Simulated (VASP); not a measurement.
Write the native input for VASP 6.6.1 that does the following.

```
Task                   : single point
Functional             : PBEsol
Potentials or basis    : VASP PAW PBE potentials, release 64 (Si, O)
Cutoff                 : 520 eV
k mesh                 : 6 × 6 × 4
Occupations            : gaussian, width 0.02 eV
Spin                   : no spin polarisation
Dipole correction      : no
Further INCAR settings : ALGO = Normal; EDIFF = 1e-07; NBANDS = 34
```

The structure of SiO2 lies in POSCAR:

```
SiO2
1.0
    5.0801498345      0.0000000000      0.0000000000
   -2.5400749172      4.3995388117      0.0000000000
    0.0000000000      0.0000000000      5.5585085725
Si O
3 6
Direct
    0.0000000000      0.5000000000      0.3333333333
    0.5000000000      0.5000000000      0.6666666667
    0.5000000000      0.0000000000      0.0000000000
    0.5845107771      0.7922553886      0.8333333333
    0.7922553886      0.5845107771      0.5000000000
    0.7922553886      0.2077446114      0.1666666667
    0.4154892229      0.2077446114      0.8333333333
    0.2077446114      0.4154892229      0.5000000000
    0.2077446114      0.7922553886      0.1666666667
```

The input as run:

INCAR

```
ALGO = Normal
EDIFF = 1E-7
ENCUT = 520
GGA = PS
ISIF = 2
ISMEAR = 0
LASPH = True
LCHARG = False
LREAL = False
LWAVE = False
NBANDS = 34
NELM = 100
PREC = Accurate
SIGMA = 0.02
```

KPOINTS

```
k-points
0
Gamma
  6 6 4
```

Potentials or basis: VASP PAW PBE potentials, release 64 (Si, O).

The run is started by

```bash
$ cat potpaw_PBE.64/Si/POTCAR potpaw_PBE.64/O/POTCAR > POTCAR
$ mpirun -np 1 vasp_std > vasp.out
```

It gave:

```
Pressure               : 0.5 GPa
Largest force          : 0.005 eV/Å
Band gap on the k mesh : 5.55 eV, indirect (least direct gap 5.73 eV)
```

Caveat: the PAW data sets were made with another functional, which shifts forces and pressure a little.

Run time: 4 min on 1 thread of AMD EPYC 7R13 (shared host), peak memory 0.23 GiB.
